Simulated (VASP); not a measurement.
Input of a VASP 6.6.1 run:

File INCAR:

```
PREC     = Accurate       # precision mode
ENCUT    = 520            # plane-wave cutoff, eV
EDIFF    = 1E-6           # SCF threshold, eV
ISMEAR   = -1             # smearing method
SIGMA    = 0.05           # smearing width, eV
LREAL    = False          # projectors in reciprocal space
LASPH    = True           # aspherical terms in the spheres
NELM     = 80             # most SCF steps
ALGO     = Normal         # electronic algorithm
ISIF     = 2              # what is computed and relaxed
LWAVE    = False          # write WAVECAR
LCHARG   = False          # write CHGCAR
GGA      = B5             # functional
ALDAX    = 1.0          
AGGAX    = 1.0          
AGGAC    = 1.0          
ALDAC    = 0.0          
IVDW     = 12             # dispersion correction
VDW_S6   = 1.0          
VDW_S8   = 2.6996       
VDW_A1   = 0.4298       
VDW_A2   = 4.2359       
NBANDS   = 10             # bands
```

KPOINTS

```
regular mesh
0
Gamma
  12 12 12
```

The input POSCAR:

```
Ir
1.0
    0.0000000000      1.9293449310      1.9293449310
    1.9293449310      0.0000000000      1.9293449310
    1.9293449310      1.9293449310      0.0000000000
Ir
1
Direct
    0.0000000000      0.0000000000      0.0000000000
```

Potentials or basis: VASP PAW PBE potentials, release 64 (Ir).

The run is started by

```console
$ cat potpaw_PBE.64/Ir/POTCAR > POTCAR
$ mpirun -np 1 vasp_std > vasp.out
```

(1) Predict the pressure.

(2) Predict the dispersion energy per atom.

## Answers

(1) 3.1 GPa.

(2) -1.699 eV.

Caveat: the PAW data sets were made with another functional, which shifts forces and pressure a little; pairwise dispersion overbinds metals, which lowers pressure and volume.
